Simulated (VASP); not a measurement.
# Ag (Cmmm) in VASP: notebook

Ag is run at these levels: PBE; tasks: relaxation of cell and atoms, single point.

Everything below comes from runs of VASP 6.6.1. Logs are shortened: lines on timing, memory, paths and dates and some standing lists are left out, and cuts for length are marked.

## 1. The cell of the first run

Symmetry: Cmmm, No. 65, orthorhombic system. The conventional cell has a = 2.989 Å, b = 4.699 Å, c = 2.797 Å, α = 90.00°, β = 90.00°, γ = 90.00°. Within 3.7 Å of Ag (site symmetry mmm) lie 8 Ag at 2.78 to 2.99 Å.

## 2. Relaxation of cell and atoms, PBE

INCAR reads:

```
SYSTEM = Ag
ALGO = Fast
EDIFF = 1E-7
EDIFFG = -0.01
ENCUT = 600
GGA = PE
IBRION = 2
ISIF = 3
ISMEAR = 0
LASPH = .TRUE.
LCHARG = .FALSE.
LREAL = .FALSE.
LWAVE = .FALSE.
NELM = 80
NSW = 100
PREC = Accurate
SIGMA = 0.1
```

KPOINTS reads:

```
k-points
0
G
  22 22 20
  0 0 0
```

POSCAR reads:

```
Ag
1.0
    1.4943703575     -2.3492974201      0.0000000000
    1.4943703575      2.3492974201      0.0000000000
    0.0000000000      0.0000000000      2.7969652341
Ag
1
Direct
    0.5000000000      0.5000000000      0.5000000000
```

Potentials or basis: VASP PAW PBE potentials, release 64 (Ag).

The run is started by

```
cat potpaw_PBE.64/Ag/POTCAR > POTCAR
mpirun -np 1 vasp_std > vasp.out
```

OUTCAR:

```text
SYSTEM = Ag
   EDIFF = 1E-7
   EDIFFG = -0.01
   ENCUT = 600
   GGA = PE
   IBRION = 2
   ISIF = 3
   ISMEAR = 0
   LASPH = .TRUE.
   LREAL = .FALSE.
   NELM = 80
   NSW = 100
   PREC = Accurate

 ion  position               nearest neighbor table
   1  0.500  0.500  0.500-

  LATTYP: Found a base centered orthorhombic cell.
 ALAT       =     2.9887407150
 B/A-ratio  =     1.5720985151
 C/A-ratio  =     0.9358340187

  Lattice vectors:

 A1 = (   1.4943703575,  -2.3492974201,   0.0000000000)
 A2 = (   1.4943703575,   2.3492974201,   0.0000000000)
 A3 = (   0.0000000000,   0.0000000000,   2.7969652341)

Analysis of symmetry for initial positions (statically):
=====================================================================
 Subroutine PRICEL returns:
 Original cell was already a primitive cell.

 Routine SETGRP: Setting up the symmetry group for a
 base centered orthorhombic supercell.

 Subroutine GETGRP returns: Found  8 space group operations
 (whereof  8 operations were pure point group operations)
 out of a pool of  8 trial point group operations.

The static configuration has the point symmetry D_2h.

Analysis of symmetry for dynamics (positions and initial velocities):
=====================================================================
 Subroutine PRICEL returns:
 Original cell was already a primitive cell.

 Routine SETGRP: Setting up the symmetry group for a
 base centered orthorhombic supercell.

 Subroutine GETGRP returns: Found  8 space group operations
 (whereof  8 operations were pure point group operations)
 out of a pool of  8 trial point group operations.

The dynamic configuration has the point symmetry D_2h.

 Subroutine INISYM returns: Found  8 space group operations
 (whereof  8 operations are pure point group operations),
 and found     1 'primitive' translations

----------------------------------------------------------------------------------------

                                     Primitive cell

  volume of cell :      19.6387

  direct lattice vectors                    reciprocal lattice vectors
     1.494370358 -2.349297420  0.000000000     0.334589078 -0.212829587  0.000000000
     1.494370358  2.349297420  0.000000000     0.334589078  0.212829587  0.000000000
     0.000000000  0.000000000  2.796965234     0.000000000  0.000000000  0.357530365

  length of vectors
     2.784302630  2.784302630  2.796965234     0.396542916  0.396542916  0.357530365

  position of ions in fractional coordinates (direct lattice)
     0.500000000  0.500000000  0.500000000

  ion indices of the primitive-cell ions
   primitive index   ion index
                 1           1

----------------------------------------------------------------------------------------

 KPOINTS: k-points

Automatic generation of k-mesh.
 Grid dimensions read from file:
 generate k-points for:   22   22   20

 Generating k-lattice:

  Cartesian coordinates                     Fractional coordinates (reciprocal lattice)
     0.015208594 -0.009674072  0.000000000     0.045454545  0.000000000  0.000000000
     0.015208594  0.009674072  0.000000000     0.000000000  0.045454545  0.000000000
     0.000000000  0.000000000  0.017876518     0.000000000  0.000000000  0.050000000

  Length of vectors
     0.018024678  0.018024678  0.017876518

  Shift w.r.t. Gamma in fractional coordinates (k-lattice)
     0.000000000  0.000000000  0.000000000

 Subroutine IBZKPT returns following result:
 ===========================================

 Found   1463 irreducible k-points:

 Following reciprocal coordinates:
            Coordinates               Weight
  0.000000  0.000000  0.000000      1.000000
  0.045455  0.000000  0.000000      4.000000
  0.090909  0.000000  0.000000      4.000000
  0.136364  0.000000  0.000000      4.000000
  0.181818  0.000000  0.000000      4.000000
  0.227273  0.000000  0.000000      4.000000
[... 16 lines left out ...]
  0.500000  0.045455  0.000000      4.000000
 -0.454545  0.045455  0.000000      4.000000
 [... further k-points ...]
   k-points           NKPTS =   1463   k-points in BZ     NKDIM =   1463   number of bands    NBANDS=      9
   number of dos      NEDOS =    301   number of ions     NIONS =      1
   total plane-waves  NPLWV =  13824
   dimension x,y,z NGX =    24 NGY =   24 NGZ =   24
   dimension x,y,z NGXF=    48 NGYF=   48 NGZF=   48
   ions per type =               1
   NGX,Y,Z   is equivalent  to a cutoff of  14.33, 14.33, 14.27 a.u.
   NGXF,Y,Z  is equivalent  to a cutoff of  28.66, 28.66, 28.53 a.u.
 SYSTEM =  Ag
   PREC   = accura    normal or accurate (medium, high low for compatibility)
   ISTART =      0    job   : 0-new  1-cont  2-samecut
   ICHARG =      2    charge: 1-file 2-atom 10-const
   ISPIN  =      1    spin polarized calculation?
   LNONCOLLINEAR =      F non collinear calculations
   LSORBIT =      F    spin-orbit coupling
   LASPH  =      T    aspherical Exc in radial PAW
   ENCUT  =  600.0 eV  44.10 Ry    6.64 a.u.   5.56  5.56  5.59*2*pi/ulx,y,z
   NELM   =     80;   NELMIN=  2; NELMDL= -5     # of ELM steps
   EDIFF  = 0.1E-06   stopping-criterion for ELM
   LREAL  =      F    real-space projection
   EDIFFG = -.1E-01   stopping-criterion for IOM
   NSW    =    100    number of steps for IOM
   IBRION =      2    ionic relax: 0-MD 1-quasi-New 2-CG
   NFREE  =      1    steps in history (QN), initial steepest desc. (CG)
   ISIF   =      3    stress and relaxation
   ISYM   =      2    0-nonsym 1-usesym 2-fastsym
   POTIM  = 0.5000    time-step for ionic-motion
   TEBEG  =    0.0;   TEEND  =   0.0 temperature during run
   PSTRESS=    0.0 pullay stress
   NELECT =      11.0000    total number of electrons
   NUPDOWN=      -1.0000    fix difference up-down
   EMIN   =  10.00;   EMAX   =-10.00  energy-range for DOS
   EFERMI =   0.00;   METHOD = LEGACY
   ISMEAR =     0;   SIGMA  =   0.10  broadening in eV -4-tet -1-fermi 0-gaus
   EFERMI_NEDOS =   21; number of points for ismear=-14 and -15
   IALGO  =     68    algorithm
   IMIX   =      4    mixing-type and parameters
     AMIX     =   0.40;   BMIX     =  1.00
     AMIX_MAG =   1.60;   BMIX_MAG =  1.00
  volume/ion in A,a.u.               =      19.64       132.53
  Fermi-wavevector in a.u.,A,eV,Ry     =   1.349485  2.550156 24.777691  1.821109
  Thomas-Fermi vector in A             =   2.477068
   LORBIT       =      0    0 simple, 1 ext, 2 COOP (PROOUT), +10 PAW based schemes
   GGA     = PE    functional components
   LHFCALC =     F    Hartree Fock is set to
   AEXX    =    0.0000 exact exchange contribution
   IVDW    =     0    specifies the selected vdW correction
   LEPSILON=     F    determine dielectric tensor
   LRPA    =     F    only Hartree local field effects (RPA)
 conjugate gradient relaxation of ions
 non-spin polarized calculation
 RMM-DIIS sequential band-by-band and
 Gauss-broadening in eV      SIGMA  =   0.10
  energy-cutoff  :      600.00
  volume of cell :       19.64
 maximum number of plane-waves:       676
   NGX = 11   NGY = 11   NGZ = 11

--------------------------------------- Ionic step        1  -------------------------------------------

 number of electron      11.0000002 magnetization

 Free energy of the ion-electron system (eV)
  ---------------------------------------------------
  ext. energy  EPLUGINS =         0.00000000
  ---------------------------------------------------
  free energy    TOTEN  =        -2.51347490 eV

  energy without entropy =       -2.51208852  energy(sigma->0) =       -2.51278171

------------------------ aborting loop because EDIFF is reached ----------------------------------------

  FORCE on cell =-STRESS in cart. coord.  units (eV):
  Direction    XX          YY          ZZ          XY          YZ          ZX
  --------------------------------------------------------------------------------------
  -------------------------------------------------------------------------------------
  Total       -0.2814123      0.3861093     -0.2032771     -0.0000000      0.0000000      0.0000000
  in kB      -22.9583319     31.4997811    -16.5838639     -0.0000000      0.0000000      0.0000000
  external PRESSURE =      -2.6808049 kB  Pullay stress =       0.0000000 kB
[... 230 lines left out ...]
  energy  without entropy=       -2.5294830005  energy(sigma->0) =       -2.53037781

--------------------------------------- Ionic step        8  -------------------------------------------

 number of electron      11.0000000 magnetization

 Free energy of the ion-electron system (eV)
  ---------------------------------------------------
  ext. energy  EPLUGINS =         0.00000000
  ---------------------------------------------------
  free energy    TOTEN  =        -2.53127240 eV

  energy without entropy =       -2.52948271  energy(sigma->0) =       -2.53037755

 E-fermi :   6.7852     XC(G=0): -11.4007

 val. band max:        6.7786379965   @ k =  -0.4091   0.3182   0.3000
 cond. band min:       6.7880885133   @ k =   0.3182   0.1818   0.0000
 fundamental gap:      0.0094505168
 Fermi energy:         6.7852059454

 k-point     1 :       0.0000    0.0000    0.0000
  band No.  band energies     occupation
      1      -0.1114      2.00000
      2       0.9168      2.00000
      3       2.2648      2.00000
      4       2.2661      2.00000
      5       3.8734      2.00000
      6       3.8738      2.00000
      7      19.8431      0.00000
      8      22.9573      0.00000
      9      25.4597      0.00000
[... 265 lines left out ...]
 k-point    24 :      -0.4545    0.0455    0.0000
  band No.  band energies     occupation
      1       0.8683      2.00000
      2       1.5325      2.00000
      3       2.8849      2.00000
      4       3.6491      2.00000
      5       3.9057      2.00000
      6       5.9795      2.00000
      7      10.9595      0.00000
      8      18.7016      0.00000
      9      24.4859      0.00000

 [... further k-points ...]
[... 5 lines left out ...]
  --------------------------------------------------------------------------------------
  -------------------------------------------------------------------------------------
  Total       -0.0041252     -0.0088440      0.0091798     -0.0000000      0.0000000      0.0000000
  in kB       -0.3406407     -0.7302971      0.7580304     -0.0000000      0.0000000      0.0000000
  external PRESSURE =      -0.1043025 kB  Pullay stress =       0.0000000 kB
[... 16 lines left out ...]
  FREE ENERGIE OF THE ION-ELECTRON SYSTEM (eV)
  ---------------------------------------------------
  free  energy   TOTEN  =        -2.5312723990 eV

  energy  without entropy=       -2.5294827074  energy(sigma->0) =       -2.53037755

 reached required accuracy - stopping structural energy minimisation
```

Run time: 11 min. Hardware: 1 thread of Intel Xeon 6975P-C, shared host; peak memory 0.49 GiB.

Results:

| Quantity | Value |
| --- | --- |
| Free energy | -2.5313 eV |
| Relaxed volume | 19.40 Å³/atom |
| Relaxed cell | a = 2.842 Å, b = 2.842 Å, c = 2.773 Å, α = 90.00°, β = 90.00°, γ = 119.99° |
| Space group after relaxing (to 0.05 Å) | P6/mmm (No. 191) |
| Energy gained by relaxing | 17.8 meV/atom |
| Ionic steps | 8 |
| Pressure after relaxing | 0.0 GPa |

Stress tensor (GPa, compression positive):
```
-0.03  0.00  0.00
 0.00 -0.07  0.00
 0.00  0.00  0.08
```

The path:
```csv
step,energy change (eV),largest force (eV/Å),pressure (GPa),volume (Å³)
1,0.0000,0.0000,-0.27,19.64
2,-0.0101,0.0000,-0.33,19.54
3,-0.0139,0.0000,-0.11,19.42
4,-0.0177,0.0000,0.32,19.32
5,-0.0177,0.0000,0.33,19.31
6,-0.0178,0.0000,-0.19,19.45
7,-0.0178,0.0000,-0.04,19.40
8,-0.0178,0.0000,-0.01,19.40
```

Final structure:
```
CELL_PARAMETERS angstrom
1.42140 -2.46159 0.00000
1.42140 2.46159 0.00000
0.00000 0.00000 2.77266
ATOMIC_POSITIONS crystal
Ag 0.50000 0.50000 0.50000
```

Levels at points of the mesh, in eV from the Fermi level:
```tsv
k point	band 1	band 2	band 3	band 4	band 5	band 6	band 7	band 8	band 9
(0.00, 0.00, 0.00)	-6.90	-5.87	-4.52	-4.52	-2.91	-2.91	13.06	16.17	18.67
(0.50, 0.00, 0.00)	-6.00	-5.22	-3.95	-3.13	-2.66	-0.06	3.06	12.13	17.69
(0.50, 0.50, 0.00)	-6.00	-5.22	-3.95	-3.13	-2.66	-0.06	3.06	12.13	17.76
(0.00, 0.00, 0.50)	-5.64	-4.34	-4.34	-3.72	-3.72	-0.97	1.24	18.94	21.07
(0.50, 0.00, 0.50)	-5.81	-5.58	-4.10	-2.60	-2.30	4.14	4.84	8.90	10.42
(0.50, 0.50, 0.50)	-5.81	-5.58	-4.10	-2.60	-2.30	4.14	4.84	8.91	10.42
```

[end of part 1 of 2]
